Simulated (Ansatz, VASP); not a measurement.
## Be2C: VASP beside Ansatz

```
CELL_PARAMETERS angstrom
0.00000 2.16049 2.16049
2.16956 0.00000 2.16049
2.16956 2.16049 0.00000
ATOMIC_POSITIONS crystal
C 0.00000 0.00000 0.00000
Be 0.25000 0.25000 0.25000
Be 0.75000 0.75000 0.75000
```

Change from the starting cell: uniaxial_x strain +0.4%.

Alike in both runs: task single point; functional PBE; k mesh 10 × 10 × 10; occupations fermi-dirac, width 0.02 eV; no spin polarisation.

|  | VASP | Ansatz |
| --- | --- | --- |
| version | VASP 6.6.1 | Ansatz 0.2.0 |
| potentials or method | VASP PAW PBE potentials, release 64 (C, Be) | plane waves, PAW |
| plane-wave cutoff (eV) | 600 | 420 |
| valence electrons in the cell | 8 | 8 |

```tsv
	VASP	Ansatz	Ansatz less VASP
gap on the k mesh at the Fermi level (eV)	1.13	1.14	+0.013
pressure (GPa)	0.5	0.2	-0.26
traceless stress, the component that is largest in VASP (GPa)	-1.55	-1.55	0.000
```
